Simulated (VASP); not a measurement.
# Ir in VASP: a series of runs

Runs on Ir. Level: PBEsol. Tasks: single point.

All numbers are computed with VASP 6.6.1; they aren't measurements. Logs are shortened: lines on timing, memory, paths and dates and some standing lists are left out, and cuts for length are marked.

## (1) The cell of the first run

The cell holds a wire with vacuum, 1 atom: a = 9.000 Å, b = 9.300 Å, c = 2.252 Å, α = 90.00°, β = 90.00°, γ = 90.00°.

## (2) Single point, PBEsol, collinear spin, ferromagnetic start

File INCAR:

```
PREC = Accurate
ENCUT = 520
EDIFF = 1E-6
ISMEAR = 0
SIGMA = 0.05
LREAL = F
LASPH = T
NELM = 150
ALGO = Fast
ISIF = 2
LWAVE = F
LCHARG = T
ISPIN = 2
MAGMOM = 1.5
LORBIT = 11
LMAXMIX = 4
GGA = PS
LELF = T
LVHAR = T
NBANDS = 14
```

File KPOINTS:

```
Automatic mesh
0
Gamma
  1 1 26
```

File POSCAR:

```
Ir
1.0
    9.0000000000      0.0000000000      0.0000000000
    0.0000000000      9.3000000000      0.0000000000
    0.0000000000      0.0000000000      2.2515916923
Ir
1
Direct
    0.5000000000      0.5000000000      0.0000000000
```

Potentials or basis: VASP PAW PBE potentials, release 64 (Ir).

Started as:

```
$ cat potpaw_PBE.64/Ir/POTCAR > POTCAR
$ mpirun -np 1 vasp_std > vasp.out
```

OUTCAR:

```text
PREC = Accurate
   ENCUT = 520
   EDIFF = 1E-6
   ISMEAR = 0
   LREAL = F
   LASPH = T
   NELM = 150
   ISIF = 2
   ISPIN = 2
   LORBIT = 11
   GGA = PS

 ion  position               nearest neighbor table
   1  0.500  0.500  0.000-

  LATTYP: Found a simple orthorhombic cell.
 ALAT       =     2.2515916923
 B/A-ratio  =     3.9971723252
 C/A-ratio  =     4.1304114027

  Lattice vectors:

 A1 = (   0.0000000000,   0.0000000000,   2.2515916923)
 A2 = (   9.0000000000,   0.0000000000,   0.0000000000)
 A3 = (   0.0000000000,   9.3000000000,   0.0000000000)

Analysis of symmetry for initial positions (statically):
=====================================================================
 Subroutine PRICEL returns:
 Original cell was already a primitive cell.

 Routine SETGRP: Setting up the symmetry group for a
 simple orthorhombic supercell.

 Subroutine GETGRP returns: Found  8 space group operations
 (whereof  8 operations were pure point group operations)
 out of a pool of  8 trial point group operations.

The static configuration has the point symmetry D_2h.

Analysis of symmetry for dynamics (positions and initial velocities):
=====================================================================
 Subroutine PRICEL returns:
 Original cell was already a primitive cell.

 Routine SETGRP: Setting up the symmetry group for a
 simple orthorhombic supercell.

 Subroutine GETGRP returns: Found  8 space group operations
 (whereof  8 operations were pure point group operations)
 out of a pool of  8 trial point group operations.

The dynamic configuration has the point symmetry D_2h.

Analysis of structural, dynamic, and magnetic symmetry:
=====================================================================
 Subroutine PRICEL returns:
 Original cell was already a primitive cell.

 Routine SETGRP: Setting up the symmetry group for a
 simple orthorhombic supercell.

 Subroutine GETGRP returns: Found  8 space group operations
 (whereof  8 operations were pure point group operations)
 out of a pool of  8 trial point group operations.

The overall configuration has the point symmetry D_2h.

 Subroutine INISYM returns: Found  8 space group operations
 (whereof  8 operations are pure point group operations),
 and found     1 'primitive' translations

----------------------------------------------------------------------------------------

                                     Primitive cell

  volume of cell :     188.4582

  direct lattice vectors                    reciprocal lattice vectors
     9.000000000  0.000000000  0.000000000     0.111111111  0.000000000  0.000000000
     0.000000000  9.300000000  0.000000000     0.000000000  0.107526882  0.000000000
     0.000000000  0.000000000  2.251591692     0.000000000  0.000000000  0.444130258

  length of vectors
     9.000000000  9.300000000  2.251591692     0.111111111  0.107526882  0.444130258

  position of ions in fractional coordinates (direct lattice)
     0.500000000  0.500000000  0.000000000

  ion indices of the primitive-cell ions
   primitive index   ion index
                 1           1

----------------------------------------------------------------------------------------

 KPOINTS: Automatic mesh

Automatic generation of k-mesh.
 Grid dimensions read from file:
 generate k-points for:    1    1   26

 Generating k-lattice:

  Cartesian coordinates                     Fractional coordinates (reciprocal lattice)
     0.111111111  0.000000000  0.000000000     1.000000000  0.000000000  0.000000000
     0.000000000  0.107526882  0.000000000     0.000000000  1.000000000  0.000000000
     0.000000000  0.000000000  0.017081933     0.000000000  0.000000000  0.038461538

  Length of vectors
     0.111111111  0.107526882  0.017081933

  Shift w.r.t. Gamma in fractional coordinates (k-lattice)
     0.000000000  0.000000000  0.000000000

 Subroutine IBZKPT returns following result:
 ===========================================

 Found     14 irreducible k-points:

 Following reciprocal coordinates:
            Coordinates               Weight
  0.000000  0.000000  0.000000      1.000000
  0.000000  0.000000  0.038462      2.000000
  0.000000  0.000000  0.076923      2.000000
  0.000000  0.000000  0.115385      2.000000
  0.000000  0.000000  0.153846      2.000000
  0.000000  0.000000  0.192308      2.000000
  0.000000  0.000000  0.230769      2.000000
  0.000000  0.000000  0.269231      2.000000
  0.000000  0.000000  0.307692      2.000000
  0.000000  0.000000  0.346154      2.000000
  0.000000  0.000000  0.384615      2.000000
  0.000000  0.000000  0.423077      2.000000
  0.000000  0.000000  0.461538      2.000000
  0.000000  0.000000  0.500000      1.000000
   k-points           NKPTS =     14   k-points in BZ     NKDIM =     14   number of bands    NBANDS=     14
   number of dos      NEDOS =    301   number of ions     NIONS =      1
   total plane-waves  NPLWV =  88200
   dimension x,y,z NGX =    70 NGY =   70 NGZ =   18
   dimension x,y,z NGXF=   140 NGYF=  140 NGZF=   36
   ions per type =               1
   NGX,Y,Z   is equivalent  to a cutoff of  12.93, 12.51, 13.29 a.u.
   NGXF,Y,Z  is equivalent  to a cutoff of  25.86, 25.03, 26.58 a.u.
 SYSTEM =  unknown system
   PREC   = accura    normal or accurate (medium, high low for compatibility)
   ISTART =      0    job   : 0-new  1-cont  2-samecut
   ICHARG =      2    charge: 1-file 2-atom 10-const
   ISPIN  =      2    spin polarized calculation?
   LNONCOLLINEAR =      F non collinear calculations
   LSORBIT =      F    spin-orbit coupling
   LASPH  =      T    aspherical Exc in radial PAW
   ENCUT  =  520.0 eV  38.22 Ry    6.18 a.u.  16.73 17.29  4.19*2*pi/ulx,y,z
   NELM   =    150;   NELMIN=  2; NELMDL= -5     # of ELM steps
   EDIFF  = 0.1E-05   stopping-criterion for ELM
   LREAL  =      F    real-space projection
   EDIFFG = 0.1E-04   stopping-criterion for IOM
   NSW    =      0    number of steps for IOM
   IBRION =     -1    ionic relax: 0-MD 1-quasi-New 2-CG
   NFREE  =      0    steps in history (QN), initial steepest desc. (CG)
   ISIF   =      2    stress and relaxation
   ISYM   =      2    0-nonsym 1-usesym 2-fastsym
   POTIM  = 0.5000    time-step for ionic-motion
   TEBEG  =    0.0;   TEEND  =   0.0 temperature during run
   PSTRESS=    0.0 pullay stress
   NELECT =       9.0000    total number of electrons
   NUPDOWN=      -1.0000    fix difference up-down
   EMIN   =  10.00;   EMAX   =-10.00  energy-range for DOS
   EFERMI =   0.00;   METHOD = LEGACY
   ISMEAR =     0;   SIGMA  =   0.05  broadening in eV -4-tet -1-fermi 0-gaus
   EFERMI_NEDOS =   21; number of points for ismear=-14 and -15
   IALGO  =     68    algorithm
   IMIX   =      4    mixing-type and parameters
     AMIX     =   0.40;   BMIX     =  1.00
     AMIX_MAG =   1.60;   BMIX_MAG =  1.00
  volume/ion in A,a.u.               =     188.46      1271.78
  Fermi-wavevector in a.u.,A,eV,Ry     =   0.593951  1.122405  4.799834  0.352778
  Thomas-Fermi vector in A             =   1.643347
   LORBIT       =     11    0 simple, 1 ext, 2 COOP (PROOUT), +10 PAW based schemes
   GGA     = PS    functional components
   LHFCALC =     F    Hartree Fock is set to
   AEXX    =    0.0000 exact exchange contribution
   IVDW    =     0    specifies the selected vdW correction
   LEPSILON=     F    determine dielectric tensor
   LRPA    =     F    only Hartree local field effects (RPA)
 spin polarized calculation
 RMM-DIIS sequential band-by-band and
 Gauss-broadening in eV      SIGMA  =   0.05
  energy-cutoff  :      520.00
  volume of cell :      188.46
 maximum number of plane-waves:      5104
 NGX is ok and might be reduce to    70
   NGX = 33   NGY = 35   NGZ =  9

 number of electron       9.0000001 magnetization       0.5395401

 Free energy of the ion-electron system (eV)
  ---------------------------------------------------
  ext. energy  EPLUGINS =         0.00000000
  ---------------------------------------------------
  free energy    TOTEN  =        -5.44925683 eV

  energy without entropy =       -5.44625717  energy(sigma->0) =       -5.44775700

 E-fermi :  -4.5469     XC(G=0):  -2.4531

 val. band max:       -4.7043171938   @ k =   0.0000   0.0000   0.3462
 cond. band min:      -4.5337478550   @ k =   0.0000   0.0000   0.3846
 fundamental gap:      0.1705693388
 Fermi energy:        -4.5469201339

 spin component 1

 k-point     1 :       0.0000    0.0000    0.0000
  band No.  band energies     occupation
      1     -12.2367      1.00000
      2      -6.9688      1.00000
      3      -6.4204      1.00000
      4      -6.4200      1.00000
      5      -2.4751      0.00000
      6      -2.4751      0.00000
      7      -1.7193      0.00000
      8      -1.7083      0.00000
      9       0.7146      0.00000
     10       1.7958      0.00000
     11       2.8397      0.00000
     12       2.9310      0.00000
     13       3.1169      0.00000
     14       3.3472      0.00000
[... 206 lines left out ...]
  band No.  band energies     occupation
      1      -9.3778      1.00000
      2      -9.3778      1.00000
      3      -4.7774      1.00000
      4      -4.7774      1.00000
      5      -3.8452      0.00000
      6       0.9860      0.00000
      7       5.7813      0.00000
      8       5.7939      0.00000
      9       6.4315      0.00000
     10       8.0178      0.00000
     11       8.1218      0.00000
     12       8.1851      0.00000
     13       8.6504      0.00000
     14       8.7320      0.00000
 Fermi energy:        -4.5469201339

 spin component 2

 k-point     1 :       0.0000    0.0000    0.0000
  band No.  band energies     occupation
      1     -12.1372      1.00000
      2      -6.6993      1.00000
      3      -5.9905      1.00000
      4      -5.9898      1.00000
      5      -2.2313      0.00000
      6      -2.2313      0.00000
      7      -1.6272      0.00000
      8      -1.6155      0.00000
      9       0.7200      0.00000
     10       1.7995      0.00000
     11       2.8435      0.00000
     12       2.9309      0.00000
     13       3.1429      0.00000
     14       3.3479      0.00000
[... 207 lines left out ...]
      1      -9.2074      1.00000
      2      -9.2074      1.00000
      3      -4.2854      0.00000
      4      -4.2853      0.00000
      5      -3.4527      0.00000
      6       1.0119      0.00000
      7       5.9710      0.00000
      8       5.9852      0.00000
      9       6.5549      0.00000
     10       8.0044      0.00000
     11       8.1225      0.00000
     12       8.1863      0.00000
     13       8.6426      0.00000
     14       8.7719      0.00000

------------------------ aborting loop because EDIFF is reached ----------------------------------------

  FORCE on cell =-STRESS in cart. coord.  units (eV):
  Direction    XX          YY          ZZ          XY          YZ          ZX
  --------------------------------------------------------------------------------------
  -------------------------------------------------------------------------------------
  Total       -0.0194347     -0.0150609      0.0546078      0.0000000      0.0000000      0.0000000
  in kB       -0.1652241     -0.1280398      0.4642482      0.0000000      0.0000000      0.0000000
  external PRESSURE =       0.0569947 kB  Pullay stress =       0.0000000 kB

 VOLUME and BASIS-vectors are now :
 -----------------------------------------------------------------------------
  energy-cutoff  :      520.00
  volume of cell :      188.46
      direct lattice vectors                 reciprocal lattice vectors
     9.000000000  0.000000000  0.000000000     0.111111111  0.000000000  0.000000000
     0.000000000  9.300000000  0.000000000     0.000000000  0.107526882  0.000000000
     0.000000000  0.000000000  2.251591692     0.000000000  0.000000000  0.444130258

 POSITION                                       TOTAL-FORCE (eV/Angst)
 -----------------------------------------------------------------------------------
      4.50000      4.65000      0.00000         0.000000      0.000000      0.000000
 -----------------------------------------------------------------------------------
    total drift:                                0.000000      0.000000      0.000000

  FREE ENERGIE OF THE ION-ELECTRON SYSTEM (eV)
  ---------------------------------------------------
  free  energy   TOTEN  =        -5.4492568292 eV

  energy  without entropy=       -5.4462571720  energy(sigma->0) =       -5.44775700

 total charge

# of ion       s       p       d       tot
------------------------------------------
    1        0.752   0.286   7.101   8.139

 magnetization (x)

# of ion       s       p       d       tot
------------------------------------------
    1        0.015  -0.003   0.495   0.507
```

It took 51 s on 1 thread of Intel Xeon 6975P-C (Granite Rapids), shared host; peak memory 0.36 GiB.

What came out:

```
Free energy                                           : -5.4493 eV
Net moment                                            : 0.54 μB per cell
Site moments                                          : Ir +0.51 μB
Valence electrons inside the program's atomic spheres : Ir 8.14
```

Caveat: the PAW data sets were made with another functional, which shifts forces and pressure a little; spin-orbit coupling is left out, which moves the levels of the heavy elements.

## (3) Single point, PBEsol, collinear spin, ferromagnetic start

This run uses another cell than the first one, of 204.02 Å³/atom, 1.083 times its volume.

Edit INCAR of step 2 so:

```diff
@@ -11,3 +11,3 @@
 LWAVE = F
-LCHARG = T
+LCHARG = F
 ISPIN = 2
@@ -17,4 +17,2 @@
 GGA = PS
-LELF = T
-LVHAR = T
 NBANDS = 14
```

KPOINTS is that of step 2.

Edit POSCAR of step 2 so:

```diff
@@ -4,3 +4,3 @@
     0.0000000000      9.3000000000      0.0000000000
-    0.0000000000      0.0000000000      2.2515916923
+    0.0000000000      0.0000000000      2.4375618121
 Ir
```

Potentials or basis: VASP PAW PBE potentials, release 64 (Ir).

Started as:

```
$ cat potpaw_PBE.64/Ir/POTCAR > POTCAR
$ mpirun -np 1 vasp_std > vasp.out
```

Wall time 48 s (1 thread of Intel Xeon 6975P-C (Granite Rapids), shared host); peak memory 0.37 GiB.

The run converged. Its results:

| Quantity | Value |
| --- | --- |
| Free energy | -5.1545 eV |
| Net moment | 0.84 μB per cell |
| Site moments | Ir +0.76 μB |
| Valence electrons inside the program's atomic spheres | Ir 7.80 |

Levels at points of the mesh, in eV from the Fermi level:
Spin up:
| k point | band 2 | band 3 | band 4 | band 5 | band 6 | band 7 |
| --- | --- | --- | --- | --- | --- | --- |
| (0.00, 0.00, 0.00) | -1.86 | -1.49 | -1.49 | 1.24 | 1.24 | 3.17 |
| (0.00, 0.00, 0.50) | -3.54 | -0.42 | -0.42 | 0.28 | 4.67 | 8.82 |
Spin down:
| k point | band 1 | band 2 | band 3 | band 4 | band 5 | band 6 | band 7 | band 8 | band 9 |
| --- | --- | --- | --- | --- | --- | --- | --- | --- | --- |
| (0.00, 0.00, 0.00) | -5.94 | -1.38 | -0.86 | -0.86 | 1.58 | 1.58 | 3.36 | 3.37 | 5.56 |
| (0.00, 0.00, 0.50) | -3.27 | -3.27 | 0.27 | 0.27 | 0.89 | 4.77 | 9.10 | 9.81 | 9.83 |

Caveat: the PAW data sets were made with another functional, which shifts forces and pressure a little; spin-orbit coupling is left out, which moves the levels of the heavy elements.
